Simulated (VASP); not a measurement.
# NbSnSe4 (Imma) in VASP: a series of runs, part 2 of 2

VASP 6.6.1. The steps go on from the part before.

## 3. Relaxation of cell and atoms, PBE

This run uses another cell than the first one, of 24.84 Å³/atom.

INCAR reads:

```
ALGO = Normal
EDIFF = 1E-7
EDIFFG = -0.08
ENCUT = 500
GGA = PE
GGA_COMPAT = False
IBRION = 2
ISIF = 3
ISMEAR = 0
LASPH = True
LCHARG = False
LREAL = False
LWAVE = False
NELM = 120
NELMIN = 4
NSW = 36
PREC = Accurate
SIGMA = 0.15
```

KPOINTS reads:

```
k-points
0
Gamma
  2 2 2
```

POSCAR reads:

```
NbSnSe4
1.0
   -3.7500000000      3.7500000000      5.3000000000
    3.7500000000     -3.7500000000      5.3000000000
    3.7500000000      3.7500000000     -5.3000000000
Nb Sn Se
2 2 8
Direct
    0.5000000000      0.5000000000      0.0000000000
    0.0000000000      0.5000000000      0.5000000000
    0.0000000000      0.5000000000      0.0000000000
    0.0000000000      0.0000000000      0.5000000000
    0.7650000000      0.7400000000      0.0250000000
    0.2350000000      0.2600000000      0.9750000000
    0.2150000000      0.7400000000      0.4750000000
    0.7850000000      0.2600000000      0.5250000000
    0.2400000000      0.7150000000      0.9750000000
    0.7600000000      0.7350000000      0.4750000000
    0.2400000000      0.2650000000      0.5250000000
    0.7600000000      0.2850000000      0.0250000000
```

Potentials or basis: VASP PAW PBE potentials, release 64 (Nb_sv, Sn_d, Se).

Run with:

```bash
> cat potpaw_PBE.64/Nb_sv/POTCAR potpaw_PBE.64/Sn_d/POTCAR potpaw_PBE.64/Se/POTCAR > POTCAR
> mpirun -np 1 vasp_std > vasp.out
```

OUTCAR:

```text
EDIFF = 1E-7
   EDIFFG = -0.08
   ENCUT = 500
   GGA = PE
   IBRION = 2
   ISIF = 3
   ISMEAR = 0
   LASPH = True
   LREAL = False
   NELM = 120
   NELMIN = 4
   NSW = 36
   PREC = Accurate

 ion  position               nearest neighbor table
   1  0.500  0.500  0.000-   9 2.52  10 2.52  11 2.52  12 2.52   5 2.55   6 2.55
   2  0.000  0.500  0.500-   9 2.52  10 2.52  11 2.52  12 2.52   7 2.55   8 2.55
   3  0.000  0.500  0.000-   5 2.52   6 2.52   7 2.52   8 2.52   9 2.55  12 2.55   4 3.75   4 3.75

   4  0.000  0.000  0.500-   5 2.52   6 2.52   7 2.52   8 2.52  10 2.55  11 2.55   3 3.75   3 3.75

   5  0.765  0.740  0.025-   3 2.52   4 2.52   1 2.55
   6  0.235  0.260  0.975-   3 2.52   4 2.52   1 2.55
   7  0.215  0.740  0.475-   3 2.52   4 2.52   2 2.55
   8  0.785  0.260  0.525-   3 2.52   4 2.52   2 2.55
   9  0.240  0.715  0.975-   1 2.52   2 2.52   3 2.55
  10  0.760  0.735  0.475-   1 2.52   2 2.52   4 2.55
  11  0.240  0.265  0.525-   1 2.52   2 2.52   4 2.55
[... 656 lines left out ...]

 number of electron     102.0000002 magnetization

------------------------ aborting loop because EDIFF is reached ----------------------------------------
[... 87 lines left out ...]
--------------------------------------- Ionic step       18  -------------------------------------------

 number of electron     102.0000006 magnetization

 Free energy of the ion-electron system (eV)
  ---------------------------------------------------
  ext. energy  EPLUGINS =         0.00000000
  ---------------------------------------------------
  free energy    TOTEN  =       -62.55015242 eV

  energy without entropy =      -62.46726226  energy(sigma->0) =      -62.50870734

 E-fermi :   3.8216     XC(G=0):  -9.1359

 val. band max:        3.8172463699   @ k =   0.5000   0.5000  -0.0000
 cond. band min:       3.8981917188   @ k =   0.5000   0.0000  -0.0000
 fundamental gap:      0.0809453489
 Fermi energy:         3.8215696171

 k-point     1 :       0.0000    0.0000    0.0000
  band No.  band energies     occupation
      1     -51.6640      2.00000
      2     -51.6553      2.00000
      3     -27.7693      2.00000
      4     -27.7584      2.00000
      5     -27.7475      2.00000
      6     -27.6912      2.00000
[... 348 lines left out ...]
  FREE ENERGIE OF THE ION-ELECTRON SYSTEM (eV)
  ---------------------------------------------------
  free  energy   TOTEN  =       -62.5501524215 eV

  energy  without entropy=      -62.4672622626  energy(sigma->0) =      -62.50870734

 reached required accuracy - stopping structural energy minimisation
```

OSZICAR:

```text
N       E                     dE             d eps       ncg     rms          rms(c)
DAV:   1     0.122621003898E+04    0.12262E+04   -0.45151E+04   634   0.174E+03
DAV:   2     0.177595312731E+03   -0.10486E+04   -0.10212E+04   618   0.527E+02
DAV:   3    -0.434519018999E+02   -0.22105E+03   -0.21379E+03   856   0.222E+02
[... 255 lines left out ...]
DAV:   6    -0.625501572415E+02    0.13469E-06   -0.54571E-05  1058   0.291E-02    0.200E-02
DAV:   7    -0.625501532006E+02    0.40409E-05   -0.19222E-05  1092   0.190E-02    0.507E-03
DAV:   8    -0.625501526710E+02    0.52960E-06   -0.21816E-06   863   0.605E-03    0.251E-03
DAV:   9    -0.625501523487E+02    0.32223E-06   -0.14225E-07   468   0.197E-03    0.891E-04
DAV:  10    -0.625501524215E+02   -0.72730E-07   -0.36182E-08   355   0.120E-03
  18 F= -.62550152E+02 E0= -.62508707E+02  d E =-.274155E-02
```

CONTCAR:

```text
NbSnSe4
   1.00000000000000
    -4.2282757219380720    3.5083533450386395    5.5170830533285811
     4.2282757219380720   -3.5083533450386395    5.5170830533285811
     4.2282757219380720    3.5083533450386395   -5.5170830533285811
  Nb              Sn              Se
     2     2     8
Direct
     0.5000000000000000    0.5000000000000000    0.0000000000000000
     0.0000000000000000    0.5000000000000000    0.5000000000000000
     0.0000000000000000    0.5000000000000000    0.0000000000000000
     0.0000000000000000    0.0000000000000000    0.5000000000000000
     0.7169942349476371    0.7345126996280215    0.9824815353196155
     0.2830057650523627    0.2654873003719784    0.0175184646803844
     0.2520311643084062    0.7345126996280215    0.5175184646803845
     0.7479688356915938    0.2654873003719784    0.4824815353196157
     0.2522722906710581    0.7330612431987225    0.9807889525276647
     0.7477277093289419    0.7285166618566062    0.4807889525276646
     0.2522722906710581    0.2714833381433936    0.5192110474723353
     0.7477277093289419    0.2669387568012774    0.0192110474723355

  0.00000000E+00  0.00000000E+00  0.00000000E+00
  0.00000000E+00  0.00000000E+00  0.00000000E+00
  0.00000000E+00  0.00000000E+00  0.00000000E+00
  0.00000000E+00  0.00000000E+00  0.00000000E+00
  0.00000000E+00  0.00000000E+00  0.00000000E+00
  0.00000000E+00  0.00000000E+00  0.00000000E+00
  0.00000000E+00  0.00000000E+00  0.00000000E+00
  0.00000000E+00  0.00000000E+00  0.00000000E+00
  0.00000000E+00  0.00000000E+00  0.00000000E+00
  0.00000000E+00  0.00000000E+00  0.00000000E+00
  0.00000000E+00  0.00000000E+00  0.00000000E+00
  0.00000000E+00  0.00000000E+00  0.00000000E+00
```

It took 23 min on 1 thread of AMD EPYC 9R45 (Zen 5), shared host; peak memory 0.48 GiB.

What came out:

```yaml
Free_energy: -62.5502 eV
Relaxed_volume: 27.28 Å³/atom
Relaxed_cell: a = 7.786 Å, b = 7.786 Å, c = 7.786 Å, α = 114.22°, β = 126.44°, γ = 89.76°
Space_group_after_relaxing_to_0.1_Å: Imma (No. 74)
Energy_gained_by_relaxing: 325.4 meV/atom
Ionic_steps: 18
Pressure_after_relaxing: 0.0 GPa
Largest_force_after_relaxing: 0.069 eV/Å
Band_gap_on_the_k_mesh: zero (bands 51 and 52 overlap by 0.56 eV)
```

Forces in eV/Å, atoms in the order of the input:
```
Nb   0.000  0.000  0.000
Nb   0.000  0.000  0.000
Sn   0.000  0.000  0.000
Sn   0.000  0.000  0.000
Se   0.000 -0.047 -0.050
Se   0.000  0.047  0.050
Se   0.000  0.047 -0.050
Se   0.000 -0.047  0.050
Se  -0.010  0.000 -0.026
Se  -0.010  0.000  0.026
Se   0.010  0.000 -0.026
Se   0.010  0.000  0.026
```

The path:
```tsv
step	energy change (eV)	largest force (eV/Å)	pressure (GPa)	volume (Å³)
1	0.0000	3.4352	16.01	298.13
2	-0.0154	1.8185	-9.49	418.44
3	-3.0089	1.0799	-1.64	349.66
4	-3.0162	1.1107	-1.16	347.35
5	-3.0166	1.1269	-0.94	346.31
6	-3.3504	0.7911	-0.42	341.74
7	-3.6212	0.6290	1.59	331.13
8	-3.7488	0.2128	-0.33	336.74
9	-3.7507	0.1738	-0.59	337.58
10	-3.7828	0.1819	-0.14	334.38
11	-3.7911	0.2746	0.24	331.90
12	-3.8198	0.2208	0.02	331.34
13	-3.8725	0.3133	-0.58	329.44
14	-3.8899	0.2446	-0.21	326.95
15	-3.8916	0.2164	-0.05	325.92
16	-3.8971	0.1712	0.03	326.01
17	-3.9018	0.0837	0.21	326.19
18	-3.9046	0.0687	0.01	327.37
```

Final structure:
```
CELL_PARAMETERS angstrom
-4.22828 3.50835 5.51708
4.22828 -3.50835 5.51708
4.22828 3.50835 -5.51708
ATOMIC_POSITIONS crystal
Nb 0.50000 0.50000 0.00000
Nb 0.00000 0.50000 0.50000
Sn 0.00000 0.50000 0.00000
Sn 0.00000 0.00000 0.50000
Se 0.71699 0.73451 0.98248
Se 0.28301 0.26549 0.01752
Se 0.25203 0.73451 0.51752
Se 0.74797 0.26549 0.48248
Se 0.25227 0.73306 0.98079
Se 0.74773 0.72852 0.48079
Se 0.25227 0.27148 0.51921
Se 0.74773 0.26694 0.01921
```

Caveat: the k points lie up to 0.53 Å⁻¹ apart in the final cell, too coarse for converged energies and pressures of a metal; spin-orbit coupling is left out, which moves the levels of the heavy elements; the relaxation stopped at a loose force limit of 0.08 eV/Å, so its end isn't a converged minimum.
